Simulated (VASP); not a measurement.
Input of a VASP 6.6.1 run:

File INCAR:

```
SYSTEM = SnH2
PREC     = Accurate       ! precision mode
ENCUT    = 600            ! plane-wave cutoff, eV
EDIFF    = 1E-6           ! SCF threshold, eV
ISMEAR   = 0              ! smearing method
SIGMA    = 0.2            ! smearing width, eV
LREAL    = .FALSE.        ! projectors in reciprocal space
LASPH    = .TRUE.         ! aspherical terms in the spheres
NELM     = 100            ! most SCF steps
ALGO     = Normal         ! electronic algorithm
ISIF     = 3              ! what is computed and relaxed
LWAVE    = .FALSE.        ! write WAVECAR
LCHARG   = .FALSE.        ! write CHGCAR
GGA      = PE             ! functional
IBRION   = 2              ! ionic algorithm
NSW      = 80             ! ionic steps
EDIFFG   = -0.025         ! ionic threshold
```

KPOINTS

```
Automatic mesh
0
G
  6 6 2
  0 0 0
```

File POSCAR:

```
SnH2
1.0
    3.1343014001     -0.0139595655     -0.0376006903
   -1.5792400385      2.7326996966      0.0453948048
   -0.1998435575      0.1632130472     16.7512465979
Sn H
2 4
Direct
    0.0088754271     -0.0019193980     -0.0002093229
   -0.0171567470      0.0009889003      0.4979033241
    0.0111745111      0.0268611993      0.2289276999
   -0.0089924667      0.0006409457      0.7254695148
   -0.0086995656     -0.0229424298      0.2699992743
    0.0147988410     -0.0036292175      0.7779095097
```

Potentials or basis: VASP PAW PBE potentials, release 64 (Sn_d, H).

The run is started by

```bash
$ cat potpaw_PBE.64/Sn_d/POTCAR potpaw_PBE.64/H/POTCAR > POTCAR
$ mpirun -np 1 vasp_std > vasp.out
```

Estimate the space group after relaxing (to 0.1 Å).

P1 (No. 1).

What does it give for the band gap on the k mesh?

Zero (bands 16 and 17 overlap by 1.80 eV).

Stress tensor (GPa, compression positive):
```
 0.06 -0.07  0.00
-0.07 -0.10  0.00
 0.00  0.00 -0.01
```

Caveat: the k points lie up to 0.38 Å⁻¹ apart in the final cell, too coarse for converged energies and pressures of a metal; spin-orbit coupling is left out, which moves the levels of the heavy elements.
